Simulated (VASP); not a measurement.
# Co (Im-3m) in VASP: further runs

Co is run at these levels: PBEsol; tasks: single point, relaxation of cell and atoms.

Everything below comes from runs of VASP 6.6.1. Logs are shortened: lines on timing, memory, paths and dates and some standing lists are left out, and cuts for length are marked.

**1. The cell of the first run**

The structure is cubic, space group Im-3m (No. 229). Conventional cell: a = 2.723 Å, b = 2.723 Å, c = 2.723 Å, α = 90.00°, β = 90.00°, γ = 90.00°. Co (site symmetry m-3m) has 14 Co at 2.36 to 2.72 Å within 3.1 Å.

This isn't the form of Co at room conditions, which is hcp.

**2. Single point, PBEsol**

The input, INCAR:

```
SYSTEM = Co
PREC = Accurate
ENCUT = 520
EDIFF = 1E-7
ISMEAR = 0
SIGMA = 0.1
LREAL = .FALSE.
LASPH = .TRUE.
NELM = 100
ALGO = Fast
ISIF = 2
LWAVE = .FALSE.
LCHARG = .FALSE.
GGA = PS
NBANDS = 10
```

The input, KPOINTS:

```
regular mesh
0
G
  28 28 28
  0 0 0
```

The input, POSCAR:

```
Co
1.0
   -1.3616542872      1.3616542872      1.3616542872
    1.3616542872     -1.3616542872      1.3616542872
    1.3616542872      1.3616542872     -1.3616542872
Co
1
Direct
    0.0000000000      0.0000000000      0.0000000000
```

Potentials or basis: VASP PAW PBE potentials, release 64 (Co).

Run with:

```
> cat potpaw_PBE.64/Co/POTCAR > POTCAR
> mpirun -np 1 vasp_std > vasp.out
```

OUTCAR:

```text
SYSTEM = Co
   PREC = Accurate
   ENCUT = 520
   EDIFF = 1E-7
   ISMEAR = 0
   LREAL = .FALSE.
   LASPH = .TRUE.
   NELM = 100
   ISIF = 2
   GGA = PS

 ion  position               nearest neighbor table
   1  0.000  0.000  0.000-

  LATTYP: Found a body centered cubic cell.
 ALAT       =     2.7233085744

  Lattice vectors:

 A1 = (  -1.3616542872,   1.3616542872,   1.3616542872)
 A2 = (   1.3616542872,  -1.3616542872,   1.3616542872)
 A3 = (   1.3616542872,   1.3616542872,  -1.3616542872)

Analysis of symmetry for initial positions (statically):
=====================================================================
 Subroutine PRICEL returns:
 Original cell was already a primitive cell.

 Routine SETGRP: Setting up the symmetry group for a
 body centered cubic supercell.

 Subroutine GETGRP returns: Found 48 space group operations
 (whereof 48 operations were pure point group operations)
 out of a pool of 48 trial point group operations.

The static configuration has the point symmetry O_h .

Analysis of symmetry for dynamics (positions and initial velocities):
=====================================================================
 Subroutine PRICEL returns:
 Original cell was already a primitive cell.

 Routine SETGRP: Setting up the symmetry group for a
 body centered cubic supercell.

 Subroutine GETGRP returns: Found 48 space group operations
 (whereof 48 operations were pure point group operations)
 out of a pool of 48 trial point group operations.

The dynamic configuration has the point symmetry O_h .

 Subroutine INISYM returns: Found 48 space group operations
 (whereof 48 operations are pure point group operations),
 and found     1 'primitive' translations

----------------------------------------------------------------------------------------

                                     Primitive cell

  volume of cell :      10.0986

  direct lattice vectors                    reciprocal lattice vectors
    -1.361654287  1.361654287  1.361654287     0.000000000  0.367200401  0.367200401
     1.361654287 -1.361654287  1.361654287     0.367200401  0.000000000  0.367200401
     1.361654287  1.361654287 -1.361654287     0.367200401  0.367200401  0.000000000

  length of vectors
     2.358454408  2.358454408  2.358454408     0.519299787  0.519299787  0.519299787

  position of ions in fractional coordinates (direct lattice)
     0.000000000  0.000000000  0.000000000
[... 75 lines left out ...]
   NELM   =    100;   NELMIN=  2; NELMDL= -5     # of ELM steps
   EDIFF  = 0.1E-06   stopping-criterion for ELM
   LREAL  =      F    real-space projection
   EDIFFG = 0.1E-05   stopping-criterion for IOM
   NSW    =      0    number of steps for IOM
   IBRION =     -1    ionic relax: 0-MD 1-quasi-New 2-CG
   NFREE  =      0    steps in history (QN), initial steepest desc. (CG)
   ISIF   =      2    stress and relaxation
   ISYM   =      2    0-nonsym 1-usesym 2-fastsym
   POTIM  = 0.5000    time-step for ionic-motion
   TEBEG  =    0.0;   TEEND  =   0.0 temperature during run
   PSTRESS=    0.0 pullay stress
   NELECT =       9.0000    total number of electrons
   NUPDOWN=      -1.0000    fix difference up-down
   EMIN   =  10.00;   EMAX   =-10.00  energy-range for DOS
   EFERMI =   0.00;   METHOD = LEGACY
   ISMEAR =     0;   SIGMA  =   0.10  broadening in eV -4-tet -1-fermi 0-gaus
   EFERMI_NEDOS =   21; number of points for ismear=-14 and -15
   IALGO  =     68    algorithm
   IMIX   =      4    mixing-type and parameters
     AMIX     =   0.40;   BMIX     =  1.00
     AMIX_MAG =   1.60;   BMIX_MAG =  1.00
  volume/ion in A,a.u.               =      10.10        68.15
  Fermi-wavevector in a.u.,A,eV,Ry     =   1.575441  2.977152 33.769856  2.482014
  Thomas-Fermi vector in A             =   2.676424
   LORBIT       =      0    0 simple, 1 ext, 2 COOP (PROOUT), +10 PAW based schemes
   GGA     = PS    functional components
   LHFCALC =     F    Hartree Fock is set to
   AEXX    =    0.0000 exact exchange contribution
   IVDW    =     0    specifies the selected vdW correction
   LEPSILON=     F    determine dielectric tensor
   LRPA    =     F    only Hartree local field effects (RPA)
 non-spin polarized calculation
 RMM-DIIS sequential band-by-band and
 Gauss-broadening in eV      SIGMA  =   0.10
  energy-cutoff  :      520.00
  volume of cell :       10.10
 maximum number of plane-waves:       280
 NGX is ok and might be reduce to    18
   NGX =  9   NGY =  9   NGZ =  9

 number of electron       8.9999996 magnetization

 Free energy of the ion-electron system (eV)
  ---------------------------------------------------
  ext. energy  EPLUGINS =         0.00000000
  ---------------------------------------------------
  free energy    TOTEN  =        -7.33645680 eV

  energy without entropy =       -7.31558541  energy(sigma->0) =       -7.32602110

 E-fermi :  10.9877     XC(G=0): -14.0207

 val. band max:       10.9876002561   @ k =   0.3571   0.1786   0.0714
 cond. band min:      10.9883529420   @ k =   0.1786   0.1429  -0.0000
 fundamental gap:      0.0007526859
 Fermi energy:        10.9877054565

 k-point     1 :       0.0000    0.0000    0.0000
  band No.  band energies     occupation
      1       1.7512      2.00000
      2       9.0434      2.00000
      3       9.0434      2.00000
      4       9.0434      2.00000
      5      10.7140      1.99989
      6      10.7140      1.99989
      7      37.4758      0.00000
      8      37.4758      0.00000
      9      37.4758      0.00000
     10      43.4705      0.00000
[... 287 lines left out ...]
 k-point    24 :       0.3214    0.0357   -0.0000
  band No.  band energies     occupation
      1       5.5595      2.00000
      2       8.1057      2.00000
      3       9.1604      2.00000
      4      10.5536      2.00000
      5      10.8824      1.86366
      6      11.2354      0.00046
      7      23.7385      0.00000
      8      31.6172      0.00000
      9      34.2300      0.00000
     10      36.8313      0.00000

 [... further k-points ...]
[... 5 lines left out ...]
  --------------------------------------------------------------------------------------
  -------------------------------------------------------------------------------------
  Total       -0.0642519     -0.0642519     -0.0642519      0.0000000      0.0000000     -0.0000000
  in kB      -10.1937902    -10.1937902    -10.1937902      0.0000000      0.0000000     -0.0000000
  external PRESSURE =     -10.1937902 kB  Pullay stress =       0.0000000 kB

 VOLUME and BASIS-vectors are now :
 -----------------------------------------------------------------------------
  energy-cutoff  :      520.00
  volume of cell :       10.10
      direct lattice vectors                 reciprocal lattice vectors
    -1.361654287  1.361654287  1.361654287     0.000000000  0.367200401  0.367200401
     1.361654287 -1.361654287  1.361654287     0.367200401  0.000000000  0.367200401
     1.361654287  1.361654287 -1.361654287     0.367200401  0.367200401  0.000000000

 POSITION                                       TOTAL-FORCE (eV/Angst)
 -----------------------------------------------------------------------------------
      0.00000      0.00000      0.00000         0.000000      0.000000     -0.000000
 -----------------------------------------------------------------------------------
    total drift:                                0.000000      0.000000      0.000000

  FREE ENERGIE OF THE ION-ELECTRON SYSTEM (eV)
  ---------------------------------------------------
  free  energy   TOTEN  =        -7.3364568013 eV

  energy  without entropy=       -7.3155854071  energy(sigma->0) =       -7.32602110
```

stdout:

```text
POSCAR found type information on POSCAR Co
 POSCAR found :  1 types and       1 ions
 scaLAPACK will be used
 -----------------------------------------------------------------------------
|                                                                             |
|                                                                             |
|     You enforced a specific xc type in the INCAR file but a different       |
|     I HOPE YOU KNOW WHAT YOU ARE DOING!                                     |
|                                                                             |
 -----------------------------------------------------------------------------

 LDA part: xc-table for (Slater+PW92), standard interpolation
 POSCAR, INCAR and KPOINTS ok, starting setup
 FFT: planning ... GRIDC
 FFT: planning ... GRID_SOFT
 FFT: planning ... GRID
 WAVECAR not read
 entering main loop
WARNING in EDDRMM: call to ZHEGV failed, returncode =   8  4      8
WARNING in EDDRMM: call to ZHEGV failed, returncode =   6  3      8
WARNING in EDDRMM: call to ZHEGV failed, returncode =   8  4     10
WARNING in EDDRMM: call to ZHEGV failed, returncode =   8  4      9
WARNING in EDDRMM: call to ZHEGV failed, returncode =   6  3      9
WARNING in EDDRMM: call to ZHEGV failed, returncode =   8  4      9
```

It took 2.1 min on 1 thread of Intel Xeon 8259CL, shared host; peak memory 0.18 GiB.

What came out:

* Free energy: -7.3365 eV
* Pressure: -1.0 GPa
* Band gap on the k mesh: zero (an odd number of electrons rules out a gap without spin polarisation)

Caveat: the PAW data sets were made with another functional, which shifts forces and pressure a little; the run has no spin polarisation, though such a crystal can be magnetic. Spin polarisation is off, so any magnetic state and its effect on volume and gap are missing.

**3. Relaxation of cell and atoms, PBEsol**

The input, INCAR:

```
SYSTEM = Co
PREC = Accurate ; ENCUT = 600
EDIFF = 1E-6 ; ISMEAR = 0
SIGMA = 0.1 ; LREAL = .FALSE.
LASPH = .TRUE. ; NELM = 100
ALGO = Normal ; ISIF = 3
LWAVE = .FALSE. ; LCHARG = .FALSE.
GGA = PS ; IBRION = 2
NSW = 100 ; EDIFFG = -0.01
```

The input, KPOINTS:

```
Automatic mesh
0
G
  28 28 28
  0 0 0
```

The input, POSCAR:

```
Co
1.0
   -1.3622781696      1.3622781696      1.3622781696
    1.3622781696     -1.3622781696      1.3622781696
    1.3622781696      1.3622781696     -1.3622781696
Co
1
Direct
    0.0000000000      0.0000000000      0.0000000000
```

Potentials or basis: VASP PAW PBE potentials, release 64 (Co).

Run with:

```
> cat potpaw_PBE.64/Co/POTCAR > POTCAR
> mpirun -np 1 vasp_std > vasp.out
```

Run time: 2.6 min. Hardware: 1 thread of Intel Xeon 8259CL, shared host; peak memory 0.2 GiB.

Results (log left out):

* Free energy: -7.3364 eV
* Relaxed volume: 10.06 Å³/atom
* Relaxed cell: a = 2.355 Å, b = 2.355 Å, c = 2.355 Å, α = 109.47°, β = 109.47°, γ = 109.47°
* Space group after relaxing (to 0.1 Å): Im-3m (No. 229)
* Energy gained by relaxing: 0.3 meV/atom
* Ionic steps: 3
* Pressure after relaxing: 0.1 GPa
* Band gap on the k mesh: zero (an odd number of electrons rules out a gap without spin polarisation)

The path:
```csv
step,energy change (eV),largest force (eV/Å),pressure (GPa),volume (Å³)
1,0.0000,0.0000,-1.47,10.11
2,0.0003,0.0000,2.19,9.98
3,-0.0003,0.0000,0.05,10.06
```

Final structure:
```cif
data_structure
_symmetry_space_group_name_H-M 'P 1'
_symmetry_Int_Tables_number 1
_cell_length_a 2.3552
_cell_length_b 2.3552
_cell_length_c 2.3552
_cell_angle_alpha 109.471
_cell_angle_beta 109.471
_cell_angle_gamma 109.471
_cell_volume 10.06
loop_
_atom_site_label
_atom_site_type_symbol
_atom_site_fract_x
_atom_site_fract_y
_atom_site_fract_z
_atom_site_occupancy
Co1 Co 0.00000 0.00000 0.00000 1
```

Levels at points of the mesh, in eV from the Fermi level:
```
           k point  band 1  band 2  band 3  band 4  band 5  band 6  band 7  band 8
(0.00, 0.00, 0.00)   -9.26   -1.96   -1.96   -1.96   -0.28   -0.28   26.53   26.53
(0.50, 0.00, 0.00)   -4.94   -3.17   -0.32   -0.05    0.35    0.98    8.16   19.57
(0.50, 0.50, 0.50)   -4.61   -4.61    0.69    0.69    0.69   10.59   10.59   10.59
```

Caveat: the PAW data sets were made with another functional, which shifts forces and pressure a little; the run has no spin polarisation, though such a crystal can be magnetic. Spin polarisation is off, so any magnetic state and its effect on volume and gap are missing.
